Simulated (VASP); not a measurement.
# CO2 (I-42d) in VASP: further runs

Aim: see how the results for CO2 move with the level of theory and the settings. Levels: LDA, PBE. Tasks: single point.

All numbers are computed with VASP 6.6.1; they aren't measurements. Logs are shortened: lines on timing, memory, paths and dates and some standing lists are left out, and cuts for length are marked.

### 1 The cell of the first run

It takes space group I-42d (No. 122, tetragonal). The conventional cell has a = 3.910 Å, b = 3.910 Å, c = 5.935 Å, α = 90.00°, β = 90.00°, γ = 90.00°. Within 1.9 Å of C (site symmetry -4) lie 4 O at 1.39 Å. Within 1.9 Å of O (site symmetry 2) lie 2 C at 1.39 Å.

### 2 Single point, LDA

The input, INCAR:

```
SYSTEM = CO2
PREC = Accurate
ENCUT = 520
EDIFF = 1E-7
ISMEAR = 0
SIGMA = 0.01
LREAL = .False.
LASPH = .True.
NELM = 80
ALGO = Normal
ISIF = 2
LWAVE = .False.
LCHARG = .False.
GGA = CA
NBANDS = 25
```

The input, KPOINTS:

```
Automatic mesh
0
Gamma
  10 10 10
  0 0 0
```

The input, POSCAR:

```
CO2
1.0
   -1.9548127153      1.9548127153      2.9673315043
    1.9548127153     -1.9548127153      2.9673315043
    1.9548127153      1.9548127153     -2.9673315043
C O
2 4
Direct
    0.0000000000      0.0000000000      0.0000000000
    0.7500000000      0.2500000000      0.5000000000
    0.3750000000      0.2923507872      0.4173507872
    0.7076492128      0.1250000000      0.0826492128
    0.8750000000      0.9576492128      0.5826492128
    0.0423507872      0.6250000000      0.9173507872
```

Potentials or basis: VASP PAW LDA potentials, release 64 (C, O).

Run with:

```bash
> cat potpaw_LDA.64/C/POTCAR potpaw_LDA.64/O/POTCAR > POTCAR
> mpirun -np 1 vasp_std > vasp.out
```

OUTCAR:

```text
SYSTEM = CO2
   PREC = Accurate
   ENCUT = 520
   EDIFF = 1E-7
   ISMEAR = 0
   LREAL = .False.
   LASPH = .True.
   NELM = 80
   ISIF = 2
   GGA = CA

 ion  position               nearest neighbor table
   1  0.000  0.000  0.000-   3 1.39   4 1.39   5 1.39   6 1.39
   2  0.750  0.250  0.500-   3 1.39   4 1.39   5 1.39   6 1.39
   3  0.375  0.292  0.417-   1 1.39   2 1.39
   4  0.708  0.125  0.083-   1 1.39   2 1.39
   5  0.875  0.958  0.583-   1 1.39   2 1.39
   6  0.042  0.625  0.917-   1 1.39   2 1.39

  LATTYP: Found a body centered tetragonal cell.
 ALAT       =     3.9096254306
 C/A-ratio  =     1.5179620437

  Lattice vectors:

 A1 = (  -1.9548127153,   1.9548127153,   2.9673315043)
 A2 = (   1.9548127153,  -1.9548127153,   2.9673315043)
 A3 = (   1.9548127153,   1.9548127153,  -2.9673315043)

Analysis of symmetry for initial positions (statically):
=====================================================================
 Subroutine PRICEL returns:
 Original cell was already a primitive cell.

 Routine SETGRP: Setting up the symmetry group for a
 body centered tetragonal supercell.

 Subroutine GETGRP returns: Found  8 space group operations
 (whereof  4 operations were pure point group operations)
 out of a pool of 16 trial point group operations.

The static configuration has the point symmetry S_4 .
 The point group associated with its full space group is D_2d.

Analysis of symmetry for dynamics (positions and initial velocities):
=====================================================================
 Subroutine PRICEL returns:
 Original cell was already a primitive cell.

 Routine SETGRP: Setting up the symmetry group for a
 body centered tetragonal supercell.

 Subroutine GETGRP returns: Found  8 space group operations
 (whereof  4 operations were pure point group operations)
 out of a pool of 16 trial point group operations.

The dynamic configuration has the point symmetry S_4 .
 The point group associated with its full space group is D_2d.

 Subroutine INISYM returns: Found  8 space group operations
 (whereof  4 operations are pure point group operations),
 and found     1 'primitive' translations

----------------------------------------------------------------------------------------

                                     Primitive cell

  volume of cell :      45.3562

  direct lattice vectors                    reciprocal lattice vectors
    -1.954812715  1.954812715  2.967331504     0.000000000  0.255778979  0.168501564
     1.954812715 -1.954812715  2.967331504     0.255778979  0.000000000  0.168501564
     1.954812715  1.954812715 -2.967331504     0.255778979  0.255778979  0.000000000

  length of vectors
     4.055569228  4.055569228  4.055569228     0.306293427  0.306293427  0.361726101

  position of ions in fractional coordinates (direct lattice)
     0.000000000  0.000000000  0.000000000
     0.750000000  0.250000000  0.500000000
     0.375000000  0.292350787  0.417350787
     0.707649213  0.125000000  0.082649213
     0.875000000  0.957649213  0.582649213
     0.042350787  0.625000000  0.917350787

  ion indices of the primitive-cell ions
   primitive index   ion index
                 1           1
                 2           2
                 3           3
                 4           4
                 5           5
                 6           6

----------------------------------------------------------------------------------------

 KPOINTS: Automatic mesh

Automatic generation of k-mesh.
 Grid dimensions read from file:
 generate k-points for:   10   10   10

 Generating k-lattice:

  Cartesian coordinates                     Fractional coordinates (reciprocal lattice)
     0.000000000  0.025577898  0.016850156     0.100000000 -0.000000000  0.000000000
     0.025577898  0.000000000  0.016850156    -0.000000000  0.100000000  0.000000000
     0.025577898  0.025577898  0.000000000     0.000000000  0.000000000  0.100000000

  Length of vectors
     0.030629343  0.030629343  0.036172610

  Shift w.r.t. Gamma in fractional coordinates (k-lattice)
     0.000000000  0.000000000  0.000000000

 Subroutine IBZKPT returns following result:
 ===========================================

 Found    102 irreducible k-points:

 Following reciprocal coordinates:
            Coordinates               Weight
  0.000000  0.000000  0.000000      1.000000
  0.100000  0.000000 -0.000000      8.000000
  0.200000  0.000000 -0.000000      8.000000
  0.300000  0.000000 -0.000000      8.000000
  0.400000  0.000000 -0.000000      8.000000
  0.500000  0.000000 -0.000000      4.000000
[... 16 lines left out ...]
  0.300000  0.300000 -0.000000      8.000000
  0.400000  0.300000 -0.000000     16.000000
 [... further k-points ...]
   k-points           NKPTS =    102   k-points in BZ     NKDIM =    102   number of bands    NBANDS=     25
   number of dos      NEDOS =    301   number of ions     NIONS =      6
   total plane-waves  NPLWV =  27000
   dimension x,y,z NGX =    30 NGY =   30 NGZ =   30
   dimension x,y,z NGXF=    60 NGYF=   60 NGZF=   60
   ions per type =               2   4
   NGX,Y,Z   is equivalent  to a cutoff of  12.30, 12.30, 12.30 a.u.
   NGXF,Y,Z  is equivalent  to a cutoff of  24.60, 24.60, 24.60 a.u.
 SYSTEM =  CO2
   PREC   = accura    normal or accurate (medium, high low for compatibility)
   ISTART =      0    job   : 0-new  1-cont  2-samecut
   ICHARG =      2    charge: 1-file 2-atom 10-const
   ISPIN  =      1    spin polarized calculation?
   LNONCOLLINEAR =      F non collinear calculations
   LSORBIT =      F    spin-orbit coupling
   LASPH  =      T    aspherical Exc in radial PAW
   ENCUT  =  520.0 eV  38.22 Ry    6.18 a.u.   7.54  7.54  7.54*2*pi/ulx,y,z
   NELM   =     80;   NELMIN=  2; NELMDL= -5     # of ELM steps
   EDIFF  = 0.1E-06   stopping-criterion for ELM
   LREAL  =      F    real-space projection
   EDIFFG = 0.1E-05   stopping-criterion for IOM
   NSW    =      0    number of steps for IOM
   IBRION =     -1    ionic relax: 0-MD 1-quasi-New 2-CG
   NFREE  =      0    steps in history (QN), initial steepest desc. (CG)
   ISIF   =      2    stress and relaxation
   ISYM   =      2    0-nonsym 1-usesym 2-fastsym
   POTIM  = 0.5000    time-step for ionic-motion
   TEBEG  =    0.0;   TEEND  =   0.0 temperature during run
   PSTRESS=    0.0 pullay stress
   NELECT =      32.0000    total number of electrons
   NUPDOWN=      -1.0000    fix difference up-down
   EMIN   =  10.00;   EMAX   =-10.00  energy-range for DOS
   EFERMI =   0.00;   METHOD = LEGACY
   ISMEAR =     0;   SIGMA  =   0.01  broadening in eV -4-tet -1-fermi 0-gaus
   EFERMI_NEDOS =   21; number of points for ismear=-14 and -15
   IALGO  =     38    algorithm
   IMIX   =      4    mixing-type and parameters
     AMIX     =   0.40;   BMIX     =  1.00
     AMIX_MAG =   1.60;   BMIX_MAG =  1.00
  volume/ion in A,a.u.               =       7.56        51.01
  Fermi-wavevector in a.u.,A,eV,Ry     =   1.457402  2.754090 28.899055  2.124021
  Thomas-Fermi vector in A             =   2.574208
   LORBIT       =      0    0 simple, 1 ext, 2 COOP (PROOUT), +10 PAW based schemes
   GGA     = CA    functional components
   LHFCALC =     F    Hartree Fock is set to
   AEXX    =    0.0000 exact exchange contribution
   IVDW    =     0    specifies the selected vdW correction
   LEPSILON=     F    determine dielectric tensor
   LRPA    =     F    only Hartree local field effects (RPA)
 non-spin polarized calculation
 Gauss-broadening in eV      SIGMA  =   0.01
  energy-cutoff  :      520.00
  volume of cell :       45.36
 maximum number of plane-waves:      1239
   NGX = 15   NGY = 15   NGZ = 15

 number of electron      31.9999976 magnetization

 Free energy of the ion-electron system (eV)
  ---------------------------------------------------
  ext. energy  EPLUGINS =         0.00000000
  ---------------------------------------------------
  free energy    TOTEN  =       -49.09620974 eV

  energy without entropy =      -49.09620974  energy(sigma->0) =      -49.09620974

 E-fermi :   2.5033     XC(G=0): -11.8855

 val. band max:        2.3440620548   @ k =   0.5000   0.0000  -0.0000
 cond. band min:       9.7973467052   @ k =   0.0000   0.0000   0.0000
 fundamental gap:      7.4532846504
 Fermi energy:         2.5033410726

 k-point     1 :       0.0000    0.0000    0.0000
  band No.  band energies     occupation
      1     -21.7872      2.00000
      2     -16.4869      2.00000
      3     -16.4869      2.00000
      4     -15.7857      2.00000
      5     -12.3112      2.00000
      6      -7.6092      2.00000
[... 17 lines left out ...]
     24      17.3755      0.00000
     25      17.3755      0.00000

 k-point     2 :       0.1000    0.0000   -0.0000
  band No.  band energies     occupation
      1     -21.7196      2.00000
      2     -16.6453      2.00000
      3     -16.5069      2.00000
      4     -15.8918      2.00000
      5     -12.0854      2.00000
      6      -7.5933      2.00000
[... 17 lines left out ...]
     24      17.3412      0.00000
     25      17.4870      0.00000

 k-point     3 :       0.2000    0.0000   -0.0000
  band No.  band energies     occupation
      1     -21.5241      2.00000
      2     -17.1308      2.00000
      3     -16.5527      2.00000
      4     -16.0395      2.00000
      5     -11.5795      2.00000
      6      -7.5692      2.00000
[... 17 lines left out ...]
     24      17.1751      0.00000
     25      17.6228      0.00000

 k-point     4 :       0.3000    0.0000   -0.0000
  band No.  band energies     occupation
      1     -21.2292      2.00000
      2     -17.7735      2.00000
      3     -16.5989      2.00000
      4     -16.1435      2.00000
      5     -11.0631      2.00000
      6      -7.5318      2.00000
[... 17 lines left out ...]
     24      16.8765      0.00000
     25      17.4978      0.00000

 k-point     5 :       0.4000    0.0000   -0.0000
  band No.  band energies     occupation
      1     -20.9115      2.00000
      2     -18.3435      2.00000
      3     -16.6285      2.00000
      4     -16.2158      2.00000
      5     -10.7107      2.00000
      6      -7.4777      2.00000
[... 17 lines left out ...]
     24      16.7446      0.00000
     25      17.2819      0.00000

 k-point     6 :       0.5000    0.0000   -0.0000
  band No.  band energies     occupation
      1     -20.7537      2.00000
      2     -18.5915      2.00000
      3     -16.6379      2.00000
      4     -16.2433      2.00000
      5     -10.5904      2.00000
      6      -7.4497      2.00000
[... 17 lines left out ...]
     24      16.6918      0.00000
     25      17.3183      0.00000
[... 393 lines left out ...]
 k-point    21 :      -0.3000    0.2000    0.0000
  band No.  band energies     occupation
      1     -21.1905      2.00000
      2     -17.8087      2.00000
      3     -16.6187      2.00000
      4     -16.1352      2.00000
      5     -11.0149      2.00000
      6      -8.1707      2.00000
[... 17 lines left out ...]
     24      17.0017      0.00000
     25      17.7653      0.00000

 k-point    22 :      -0.2000    0.2000    0.0000
  band No.  band energies     occupation
      1     -21.4248      2.00000
      2     -17.3672      2.00000
      3     -16.5731      2.00000
      4     -16.0111      2.00000
      5     -11.4480      2.00000
      6      -8.0536      2.00000
[... 17 lines left out ...]
     24      17.2632      0.00000
     25      18.0034      0.00000

 k-point    23 :       0.3000    0.3000   -0.0000
  band No.  band energies     occupation
      1     -20.4638      2.00000
      2     -18.8612      2.00000
      3     -16.7661      2.00000
      4     -16.4165      2.00000
      5      -9.9666      2.00000
      6      -8.0653      2.00000
[... 17 lines left out ...]
     24      16.9377      0.00000
     25      17.0762      0.00000

 k-point    24 :       0.4000    0.3000   -0.0000
  band No.  band energies     occupation
      1     -20.2248      2.00000
      2     -19.1534      2.00000
      3     -16.7453      2.00000
      4     -16.4652      2.00000
      5      -9.7704      2.00000
      6      -8.3716      2.00000
[... 17 lines left out ...]
     24      16.8951      0.00000
     25      17.3333      0.00000

 [... further k-points ...]

------------------------ aborting loop because EDIFF is reached ----------------------------------------

  FORCE on cell =-STRESS in cart. coord.  units (eV):
  Direction    XX          YY          ZZ          XY          YZ          ZX
  --------------------------------------------------------------------------------------
  -------------------------------------------------------------------------------------
  Total       -1.2102070     -1.2102070     -1.1888444      0.0000000      0.0000000      0.0000000
  in kB      -42.7497803    -42.7497803    -41.9951575      0.0000000      0.0000000      0.0000000
  external PRESSURE =     -42.4982394 kB  Pullay stress =       0.0000000 kB

 VOLUME and BASIS-vectors are now :
 -----------------------------------------------------------------------------
  energy-cutoff  :      520.00
  volume of cell :       45.36
      direct lattice vectors                 reciprocal lattice vectors
    -1.954812715  1.954812715  2.967331504     0.000000000  0.255778979  0.168501564
     1.954812715 -1.954812715  2.967331504     0.255778979  0.000000000  0.168501564
     1.954812715  1.954812715 -2.967331504     0.255778979  0.255778979  0.000000000

 POSITION                                       TOTAL-FORCE (eV/Angst)
 -----------------------------------------------------------------------------------
      0.00000      0.00000      0.00000        -0.000000      0.000000      0.000000
      0.00000      1.95481      1.48367        -0.000000      0.000000     -0.000000
      0.65428      0.97741      0.74183        -0.137261      0.000000      0.000000
     -0.97741      1.30053      2.22550        -0.000000      0.137261      0.000000
      1.30053      0.97741      3.70916         0.137261      0.000000      0.000000
      2.93222      0.65428     -0.74183        -0.000000     -0.137261      0.000000
 -----------------------------------------------------------------------------------
    total drift:                                0.000002      0.000002      0.000003

  FREE ENERGIE OF THE ION-ELECTRON SYSTEM (eV)
  ---------------------------------------------------
  free  energy   TOTEN  =       -49.0962097409 eV

  energy  without entropy=      -49.0962097409  energy(sigma->0) =      -49.09620974
```

Run time: 73 s. Hardware: 1 thread of AMD EPYC 9R45 (Zen 5), shared host; peak memory 0.17 GiB.

Results:

* Free energy: -49.0962 eV
* Pressure: -4.2 GPa
* Largest force: 0.137 eV/Å
* Band gap on the k mesh: 7.45 eV, indirect (least direct gap 7.94 eV)

Forces on the atoms (eV/Å):
```
C    0.000  0.000  0.000
C    0.000  0.000  0.000
O   -0.137  0.000  0.000
O    0.000  0.137  0.000
O    0.137  0.000  0.000
O    0.000 -0.137  0.000
```

### 3 Single point, PBE

This run uses another cell than the first one, of 7.84 Å³/atom, 1.037 times its volume.

The input, INCAR:

```
SYSTEM = CO2
ALGO     = Normal         ! electronic algorithm
EDIFF    = 1E-6           ! SCF threshold, eV
ENCUT    = 520            ! plane-wave cutoff, eV
GGA      = PE             ! functional
ISIF     = 2              ! what is computed and relaxed
ISMEAR   = -1             ! smearing method
LASPH    = .TRUE.         ! aspherical terms in the spheres
LCHARG   = .FALSE.        ! write CHGCAR
LREAL    = .FALSE.        ! projectors in reciprocal space
LWAVE    = .FALSE.        ! write WAVECAR
NBANDS   = 25             ! bands
NELM     = 80             ! most SCF steps
PREC     = Accurate       ! precision mode
SIGMA    = 0.02           ! smearing width, eV
```

The input, KPOINTS:

```
k-points
0
G
  10 10 10
  0 0 0
```

The input, POSCAR:

```
CO2
1.0
   -1.9820894979      1.9820894979      2.9921390120
    1.9820894979     -1.9820894979      2.9921390120
    1.9820894979      1.9820894979     -2.9921390120
C O
2 4
Direct
    0.0000000000      0.0000000000      0.0000000000
    0.7500000000      0.2500000000      0.5000000000
    0.3750000000      0.2893442444      0.4143442444
    0.7106557556      0.1250000000      0.0856557556
    0.8750000000      0.9606557556      0.5856557556
    0.0393442444      0.6250000000      0.9143442444
```

Potentials or basis: VASP PAW PBE potentials, release 64 (C, O).

Run with:

```bash
> cat potpaw_PBE.64/C/POTCAR potpaw_PBE.64/O/POTCAR > POTCAR
> mpirun -np 1 vasp_std > vasp.out
```

Wall time 68 s (1 thread of AMD EPYC 9R45 (Zen 5), shared host); peak memory 0.19 GiB.

Results (log left out):

| Property | Result |
| --- | --- |
| Free energy | -43.4285 eV |
| Pressure | 1.4 GPa |
| Largest force | 0.077 eV/Å |
| Band gap on the k mesh | 7.64 eV, indirect (least direct gap 8.09 eV) |

Forces on the atoms (eV/Å):
```
C    0.000  0.000  0.000
C    0.000  0.000  0.000
O    0.077  0.000  0.000
O    0.000 -0.077  0.000
O   -0.077  0.000  0.000
O    0.000  0.077  0.000
```

Stress tensor (GPa, compression positive):
```
1.50 0.00 0.00
0.00 1.50 0.00
0.00 0.00 1.18
```

Levels at points of the mesh, in eV from the valence-band top:
```
           k point  band 14  band 15  band 16  band 17  band 18  band 19
(0.00, 0.00, 0.00)    -0.88    -0.88    -0.44     7.64     9.09     9.20
(0.50, 0.00, 0.00)    -1.35    -0.41     0.00     8.19     9.40     9.54
(0.50, 0.50, 0.00)    -0.65    -0.50    -0.50     8.81     8.81     9.86
(0.50, 0.50, 0.50)    -2.82    -0.01    -0.01     8.88     8.88    10.57
```

A k mesh can miss the band edges. PBE gaps usually lie below the measured ones, often by a third to a half.
